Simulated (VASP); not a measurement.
Crystal: Al3Cu.

```xyz
4
Lattice="3.9242 0.0000 0.0000 0.0000 3.9242 0.0000 0.0000 0.0000 3.9242" Properties=species:S:1:pos:R:3 pbc="T T T"
Al    0.0000    1.9621    1.9621
Al    1.9621    0.0000    1.9621
Al    1.9621    1.9621    0.0000
Cu    0.0000    0.0000    0.0000
```

Base run:

| Item | Value |
| --- | --- |
| Program | VASP 6.6.1 |
| Functional | PBEsol |
| Dispersion | D4 |
| Potentials or basis | VASP PAW PBE potentials, release 64 (Al, Cu) |
| Cutoff | 520 eV |
| k mesh | 6 × 6 × 6 |
| Occupations | methfessel-paxton, width 0.15 eV |
| Spin | no spin polarisation |

Its results: band gap on the k mesh zero (band 10 reaches 10.37 eV, above the bottom of band 11 at 6.24 eV); pressure -4.6 GPa.

The run is repeated on the same cell with these changes: k mesh from 6 × 6 × 6 to 4 × 4 × 4. What comes out?

Band gap on the k mesh zero (band 10 reaches 9.44 eV, above the bottom of band 11 at 6.25 eV); pressure -5.1 GPa.

Caveats: some runs use coarse meshes; the PAW data sets were made with another functional, which shifts forces and pressure a little; pairwise dispersion overbinds metals, which lowers pressure and volume.
